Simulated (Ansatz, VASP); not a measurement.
One calculation of H, two programs

The input INCAR:

```
SYSTEM = H
PREC = Accurate
ENCUT = 520
EDIFF = 1E-7
ISMEAR = 0
SIGMA = 0.05
LREAL = .FALSE.
LASPH = .TRUE.
NELM = 150
ALGO = Normal
ISIF = 2
LWAVE = .FALSE.
LCHARG = .FALSE.
ISPIN = 2
MAGMOM = 1.05 1.05
LORBIT = 11
GGA = PE
NBANDS = 12
```

The input KPOINTS:

```
Automatic mesh
0
G
  6 6 6
  0 0 0
```

Contents of POSCAR:

```
H
1.0
    5.4865036419      0.0000000000      0.0000000000
   -2.7432518209      4.7514515318      0.0000000000
    0.0000000000      0.0000000000      3.8789580748
H
2
Direct
    0.3333333333      0.6666666667      0.2500000000
    0.6666666667      0.3333333333      0.7500000000
```

Input for Ansatz:

```yaml
crystal:
  lattice:
    - [5.4865036419, 0.0, 0.0]
    - [-2.7432518209, 4.7514515318, 0.0]
    - [0.0, 0.0, 3.8789580748]
  atoms:
    - { symbol: H, position: [0.3333333333, 0.6666666667, 0.25], spin: 1.05 }
    - { symbol: H, position: [0.6666666667, 0.3333333333, 0.75], spin: 1.05 }
basis:
  ecutwfc: 520.0
kpoints:
  mp_grid: { grid: [6, 6, 6] }
hamiltonian:
  xc: pbe
scf:
  occupations: { method: gaussian, width: 0.05 }
output:
  forces: true
  stress: true
  eigenvalues: true
  populations: true
magnetization:
  spin_polarized: true
```

Alike in both runs: task single point; functional PBE; k mesh 6 × 6 × 6; occupations gaussian, width 0.05 eV; collinear spin.

|  | VASP | Ansatz |
| --- | --- | --- |
| version | VASP 6.6.1 | Ansatz 0.2.0 |
| potentials or method | VASP PAW PBE potentials, release 64 (H), cutoff 520 eV | scalar-relativistic, plane waves, PAW |
| valence electrons in the cell | 2 | 2 |

|  | VASP | Ansatz | Ansatz less VASP |
| --- | --- | --- | --- |
| gap on the k mesh at the Fermi level (eV) | 6.68 | 6.68 | 0.000 |
| least direct gap on the mesh (eV) | 7.23 | 7.23 | +0.001 |
| pressure (GPa) | 0.1 | 0.1 | +0.03 |
| net moment per atom (μB) | 1.00 | 1.00 | 0.000 |
| size of the moment on the site where the two differ most (μB) | 0.38 | 0.95 | +0.565 |

Site moments also hang on the region over which each program counts them. Ansatz's warnings: nearly empty spin channel levels not settled, published levels not confirmed.
